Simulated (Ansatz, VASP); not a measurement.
# One calculation of GdN, two programs

```
CELL_PARAMETERS angstrom
0.00000 2.47119 2.47119
2.47119 0.00000 2.47119
2.47119 2.47119 0.00000
ATOMIC_POSITIONS crystal
Gd 0.50000 0.50000 0.50000
N 0.00000 0.00000 0.00000
```

Alike in both runs: task single point; functional PBE; k mesh 8 × 8 × 8; occupations gaussian, width 0.05 eV; collinear spin; Hubbard terms Gd f U = 6.0 eV.

```csv
,VASP,Ansatz
version,VASP 6.6.1,Ansatz 0.2.0
potentials or method,"VASP PAW PBE potentials, release 64 (Gd, N), cutoff 520 eV","scalar-relativistic, plane waves, PAW"
valence electrons in the cell,23,23
```

Ansatz gave:

- gap on the k mesh at the Fermi level (eV): none
- pressure (GPa): 5.8
- net moment per atom (μB): 3.50
- size of the moment on the site where the two differ most (μB): 6.93

Question: Which values does VASP return?

Answer: gap on the k mesh at the Fermi level (eV): none; pressure (GPa): 6.2; net moment per atom (μB): 3.50; size of the moment on the site where the two differ most (μB): 6.87.

Site moments also hang on the region over which each program counts them. The programs project onto different local orbitals, so the same U acts differently, and such runs can settle in different states. A gap of «none» marks a metal or a gap that the smearing closes. Ansatz's warnings: filled band counts differ across k points.

Neither program's run includes spin-orbit coupling.
